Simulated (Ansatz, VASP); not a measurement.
## Two plane-wave programs on TaBr2

```xyz
3
Lattice="4.9194 0.0000 0.0000 -2.4597 4.2603 0.0000 0.0000 0.0000 3.1626" Properties=species:S:1:pos:R:3 pbc="T T T"
Ta    0.0000    0.0000    1.5813
Br    2.4597    1.4201    1.5813
Br    0.0000    2.8402    1.5813
```

Alike in both runs: task single point; functional PBE; k mesh 6 × 6 × 6; occupations gaussian, width 0.1 eV; collinear spin.

|  | VASP | Ansatz |
| --- | --- | --- |
| version | VASP 6.6.1 | Ansatz 0.2.0 |
| potentials or method | VASP PAW PBE potentials, release 64 (Ta_pv, Br), cutoff 520 eV | scalar-relativistic, plane waves, PAW |
| valence electrons in the cell | 25 | 27 |

|  | VASP | Ansatz | Ansatz less VASP |
| --- | --- | --- | --- |
| gap on the k mesh at the Fermi level (eV) | none | none | - |
| pressure (GPa) | -0.1 | -0.1 | -0.04 |
| traceless stress, the component that is largest in VASP (GPa) | -0.13 | -0.11 | +0.024 |
| net moment per atom (μB) | 0.00 | 0.00 | 0.000 |

A gap of «none» marks a metal or a gap that the smearing closes. The functional is the same, so the differences come from potentials, cutoffs and numerics. VASP's potentials hold 25 valence electrons a cell and Ansatz's 27, so a difference there can come from the potentials and not from the codes. Ansatz's warnings: seeded moment not kept.

Spin-orbit coupling is off throughout.
